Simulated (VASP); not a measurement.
# InGaN (P4/mmm) in VASP: a series of runs, part 2 of 2

VASP 6.6.1.

## (3) Relaxation of cell and atoms, PBE

This run uses another cell than the first one, of 16.74 Å³/atom, 0.994 times its volume.

Contents of INCAR:

```
SYSTEM = InGaN
  ALGO = Normal
  EDIFF = 1E-7
  EDIFFG = -0.01
  ENCUT = 600
  GGA = PE
  IBRION = 2
  ISIF = 3
  ISMEAR = 0
  LASPH = .True.
  LCHARG = .False.
  LREAL = .False.
  LWAVE = .False.
  NELM = 100
  NSW = 100
  PREC = Accurate
  SIGMA = 0.1
```

Contents of KPOINTS:

```
k-points
0
Gamma
  16 16 8
  0 0 0
```

Contents of POSCAR:

```
InGaN
1.0
    2.9603716765      0.0000000000      0.0000000000
    0.0000000000      2.9603716765      0.0000000000
    0.0000000000      0.0000000000      5.7312908923
In Ga N
1 1 1
Direct
    0.0000000000      0.0000000000      0.5000000000
    0.5000000000      0.5000000000      0.0000000000
    0.0000000000      0.0000000000      0.0000000000
```

Potentials or basis: VASP PAW PBE potentials, release 64 (In_d, Ga_d, N).

On the command line:

```sh
$ cat potpaw_PBE.64/In_d/POTCAR potpaw_PBE.64/Ga_d/POTCAR potpaw_PBE.64/N/POTCAR > POTCAR
$ mpirun -np 1 vasp_std > vasp.out
```

OUTCAR:

```text
SYSTEM = InGaN
   EDIFF = 1E-7
   EDIFFG = -0.01
   ENCUT = 600
   GGA = PE
   IBRION = 2
   ISIF = 3
   ISMEAR = 0
   LASPH = .True.
   LREAL = .False.
   NELM = 100
   NSW = 100
   PREC = Accurate

 ion  position               nearest neighbor table
   1  0.000  0.000  0.500-   3 2.87   3 2.87
   2  0.500  0.500  0.000-   3 2.09   3 2.09   3 2.09   3 2.09
   3  0.000  0.000  0.000-   2 2.09   2 2.09   2 2.09   2 2.09   1 2.87   1 2.87

  LATTYP: Found a simple tetragonal cell.
 ALAT       =     2.9603716765
 C/A-ratio  =     1.9360038261

  Lattice vectors:

 A1 = (   2.9603716765,   0.0000000000,   0.0000000000)
 A2 = (   0.0000000000,   2.9603716765,   0.0000000000)
 A3 = (   0.0000000000,   0.0000000000,   5.7312908923)

Analysis of symmetry for initial positions (statically):
=====================================================================
 Subroutine PRICEL returns:
 Original cell was already a primitive cell.

 Routine SETGRP: Setting up the symmetry group for a
 simple tetragonal supercell.

 Subroutine GETGRP returns: Found 16 space group operations
 (whereof 16 operations were pure point group operations)
 out of a pool of 16 trial point group operations.

The static configuration has the point symmetry D_4h.

Analysis of symmetry for dynamics (positions and initial velocities):
=====================================================================
 Subroutine PRICEL returns:
 Original cell was already a primitive cell.

 Routine SETGRP: Setting up the symmetry group for a
 simple tetragonal supercell.

 Subroutine GETGRP returns: Found 16 space group operations
 (whereof 16 operations were pure point group operations)
 out of a pool of 16 trial point group operations.

The dynamic configuration has the point symmetry D_4h.

 Subroutine INISYM returns: Found 16 space group operations
 (whereof 16 operations are pure point group operations),
 and found     1 'primitive' translations

----------------------------------------------------------------------------------------

                                     Primitive cell

  volume of cell :      50.2279

  direct lattice vectors                    reciprocal lattice vectors
     2.960371676  0.000000000  0.000000000     0.337795422  0.000000000  0.000000000
     0.000000000  2.960371676  0.000000000     0.000000000  0.337795422  0.000000000
     0.000000000  0.000000000  5.731290892     0.000000000  0.000000000  0.174480762

  length of vectors
     2.960371676  2.960371676  5.731290892     0.337795422  0.337795422  0.174480762

  position of ions in fractional coordinates (direct lattice)
     0.000000000  0.000000000  0.500000000
     0.500000000  0.500000000  0.000000000
     0.000000000  0.000000000  0.000000000

  ion indices of the primitive-cell ions
   primitive index   ion index
                 1           1
                 2           2
                 3           3

----------------------------------------------------------------------------------------

[... 23 lines left out ...]

 Following reciprocal coordinates:
            Coordinates               Weight
  0.000000  0.000000  0.000000      1.000000
  0.062500  0.000000  0.000000      4.000000
  0.125000  0.000000  0.000000      4.000000
  0.187500  0.000000  0.000000      4.000000
  0.250000  0.000000  0.000000      4.000000
  0.312500  0.000000  0.000000      4.000000
[... 16 lines left out ...]
  0.437500  0.125000  0.000000      8.000000
  0.500000  0.125000  0.000000      4.000000
 [... further k-points ...]
   k-points           NKPTS =    225   k-points in BZ     NKDIM =    225   number of bands    NBANDS=     19
   number of dos      NEDOS =    301   number of ions     NIONS =      3
   total plane-waves  NPLWV =  27648
   dimension x,y,z NGX =    24 NGY =   24 NGZ =   48
   dimension x,y,z NGXF=    48 NGYF=   48 NGZF=   96
   ions per type =               1   1   1
   NGX,Y,Z   is equivalent  to a cutoff of  13.48, 13.48, 13.92 a.u.
   NGXF,Y,Z  is equivalent  to a cutoff of  26.96, 26.96, 27.85 a.u.
 SYSTEM =  InGaN
   PREC   = accura    normal or accurate (medium, high low for compatibility)
   ISTART =      0    job   : 0-new  1-cont  2-samecut
   ICHARG =      2    charge: 1-file 2-atom 10-const
   ISPIN  =      1    spin polarized calculation?
   LNONCOLLINEAR =      F non collinear calculations
   LSORBIT =      F    spin-orbit coupling
   LASPH  =      T    aspherical Exc in radial PAW
   ENCUT  =  600.0 eV  44.10 Ry    6.64 a.u.   5.91  5.91 11.45*2*pi/ulx,y,z
   NELM   =    100;   NELMIN=  2; NELMDL= -5     # of ELM steps
   EDIFF  = 0.1E-06   stopping-criterion for ELM
   LREAL  =      F    real-space projection
   EDIFFG = -.1E-01   stopping-criterion for IOM
   NSW    =    100    number of steps for IOM
   IBRION =      2    ionic relax: 0-MD 1-quasi-New 2-CG
   NFREE  =      1    steps in history (QN), initial steepest desc. (CG)
   ISIF   =      3    stress and relaxation
   ISYM   =      2    0-nonsym 1-usesym 2-fastsym
   POTIM  = 0.5000    time-step for ionic-motion
   TEBEG  =    0.0;   TEEND  =   0.0 temperature during run
   PSTRESS=    0.0 pullay stress
   NELECT =      31.0000    total number of electrons
   NUPDOWN=      -1.0000    fix difference up-down
   EMIN   =  10.00;   EMAX   =-10.00  energy-range for DOS
   EFERMI =   0.00;   METHOD = LEGACY
   ISMEAR =     0;   SIGMA  =   0.10  broadening in eV -4-tet -1-fermi 0-gaus
   EFERMI_NEDOS =   21; number of points for ismear=-14 and -15
   IALGO  =     38    algorithm
   IMIX   =      4    mixing-type and parameters
     AMIX     =   0.40;   BMIX     =  1.00
     AMIX_MAG =   1.60;   BMIX_MAG =  1.00
  volume/ion in A,a.u.               =      16.74       112.98
  Fermi-wavevector in a.u.,A,eV,Ry     =   1.393843  2.633981 26.433363  1.942797
  Thomas-Fermi vector in A             =   2.517450
   LORBIT       =      0    0 simple, 1 ext, 2 COOP (PROOUT), +10 PAW based schemes
   GGA     = PE    functional components
   LHFCALC =     F    Hartree Fock is set to
   AEXX    =    0.0000 exact exchange contribution
   IVDW    =     0    specifies the selected vdW correction
   LEPSILON=     F    determine dielectric tensor
   LRPA    =     F    only Hartree local field effects (RPA)
 conjugate gradient relaxation of ions
 non-spin polarized calculation
 Gauss-broadening in eV      SIGMA  =   0.10
  energy-cutoff  :      600.00
  volume of cell :       50.23
 maximum number of plane-waves:      1712
 NGX is ok and might be reduce to    24
   NGX = 11   NGY = 11   NGZ = 23

--------------------------------------- Ionic step        1  -------------------------------------------

 number of electron      30.9999999 magnetization

 Free energy of the ion-electron system (eV)
  ---------------------------------------------------
  ext. energy  EPLUGINS =         0.00000000
  ---------------------------------------------------
  free energy    TOTEN  =       -12.84642039 eV

  energy without entropy =      -12.84298862  energy(sigma->0) =      -12.84470451

------------------------ aborting loop because EDIFF is reached ----------------------------------------

  FORCE on cell =-STRESS in cart. coord.  units (eV):
  Direction    XX          YY          ZZ          XY          YZ          ZX
  --------------------------------------------------------------------------------------
  -------------------------------------------------------------------------------------
  Total       -0.1209661     -0.1209661      0.1533728      0.0000000      0.0000000      0.0000000
  in kB       -3.8585966     -3.8585966      4.8923115      0.0000000      0.0000000      0.0000000
  external PRESSURE =      -0.9416272 kB  Pullay stress =       0.0000000 kB
[... 135 lines left out ...]
--------------------------------------- Ionic step        5  -------------------------------------------

 number of electron      30.9999989 magnetization

 Free energy of the ion-electron system (eV)
  ---------------------------------------------------
  ext. energy  EPLUGINS =         0.00000000
  ---------------------------------------------------
  free energy    TOTEN  =       -12.84751887 eV

  energy without entropy =      -12.84368095  energy(sigma->0) =      -12.84559991

 E-fermi :   6.8818     XC(G=0): -10.8515

 val. band max:        6.8764138358   @ k =   0.3750   0.1875   0.5000
 cond. band min:       6.8866442588   @ k =   0.5000   0.3750   0.5000
 fundamental gap:      0.0102304230
 Fermi energy:         6.8818306216

 k-point     1 :       0.0000    0.0000    0.0000
  band No.  band energies     occupation
      1      -9.8328      2.00000
      2      -8.2441      2.00000
      3      -8.1972      2.00000
      4      -8.1215      2.00000
      5      -8.1215      2.00000
      6      -7.9623      2.00000
[... 505 lines left out ...]
      6      -7.9056      2.00000
[... 11 lines left out ...]
     18      10.9280      0.00000
     19      11.8641      0.00000

 [... further k-points ...]
[... 5 lines left out ...]
  --------------------------------------------------------------------------------------
  -------------------------------------------------------------------------------------
  Total       -0.0176224     -0.0176224      0.0097267      0.0000000     -0.0000000      0.0000000
  in kB       -0.5592790     -0.5592790      0.3086934      0.0000000     -0.0000000      0.0000000
  external PRESSURE =      -0.2699549 kB  Pullay stress =       0.0000000 kB
[... 18 lines left out ...]
  FREE ENERGIE OF THE ION-ELECTRON SYSTEM (eV)
  ---------------------------------------------------
  free  energy   TOTEN  =       -12.8475188680 eV

  energy  without entropy=      -12.8436809522  energy(sigma->0) =      -12.84559991

 reached required accuracy - stopping structural energy minimisation
```

CONTCAR:

```text
InGaN
   1.00000000000000
     2.9535589346768734    0.0000000000000000    0.0000000000000000
     0.0000000000000000    2.9535589346768734   -0.0000000000000000
     0.0000000000000000   -0.0000000000000000    5.7870290036897076
  In              Ga              N
     1     1     1
Direct
     0.0000000000000000    0.0000000000000000    0.5000000000000000
     0.5000000000000000    0.5000000000000000    0.0000000000000000
     0.0000000000000000    0.0000000000000000    0.0000000000000000

  0.00000000E+00  0.00000000E+00  0.00000000E+00
  0.00000000E+00  0.00000000E+00  0.00000000E+00
  0.00000000E+00  0.00000000E+00  0.00000000E+00
```

Wall time 8.7 min (1 thread of Intel Xeon 6975P-C (Granite Rapids), shared host); peak memory 0.42 GiB.

Results:

* Free energy: -12.8475 eV
* Relaxed volume: 16.83 Å³/atom
* Relaxed cell: a = 2.954 Å, b = 2.954 Å, c = 5.787 Å, α = 90.00°, β = 90.00°, γ = 90.00°
* Space group after relaxing (to 0.05 Å): P4/mmm (No. 123)
* Energy gained by relaxing: 0.4 meV/atom
* Ionic steps: 5
* Pressure after relaxing: 0.0 GPa

The path:
```
step  energy change (eV)  largest force (eV/Å)  pressure (GPa)  volume (Å³)
   1              0.0000                0.0000           -0.09        50.23
   2             -0.0005                0.0000            0.22        50.16
   3             -0.0006                0.0000            0.32        50.13
   4             -0.0010                0.0000            0.11        50.35
   5             -0.0011                0.0000           -0.03        50.48
```

Final structure:
```cif
data_structure
_symmetry_space_group_name_H-M 'P 1'
_symmetry_Int_Tables_number 1
_cell_length_a 2.9536
_cell_length_b 2.9536
_cell_length_c 5.7870
_cell_angle_alpha 90.000
_cell_angle_beta 90.000
_cell_angle_gamma 90.000
_cell_volume 50.48
loop_
_atom_site_label
_atom_site_type_symbol
_atom_site_fract_x
_atom_site_fract_y
_atom_site_fract_z
_atom_site_occupancy
In1 In 0.00000 0.00000 0.50000 1
Ga1 Ga 0.50000 0.50000 0.00000 1
N1 N 0.00000 0.00000 0.00000 1
```

Levels at points of the mesh, in eV from the Fermi level:
```tsv
k point	band 12	band 13	band 14	band 15	band 16	band 17	band 18	band 19
(0.00, 0.00, 0.00)	-7.78	-5.70	-2.52	-2.52	-0.11	2.04	8.10	9.06
(0.50, 0.00, 0.00)	-8.40	-3.64	-3.04	-2.34	-0.87	0.72	4.80	5.55
(0.50, 0.50, 0.00)	-6.15	-6.15	-2.08	-2.05	0.64	0.64	1.06	3.66
(0.00, 0.00, 0.50)	-8.79	-2.72	-2.50	-2.50	-2.08	2.21	5.45	8.87
(0.50, 0.00, 0.50)	-8.25	-4.75	-3.36	-0.86	-0.59	2.26	3.69	4.02
(0.50, 0.50, 0.50)	-6.08	-6.08	-2.33	-2.03	0.26	0.26	2.35	2.68
```

Caveat: spin-orbit coupling is left out, which moves the levels of the heavy elements.
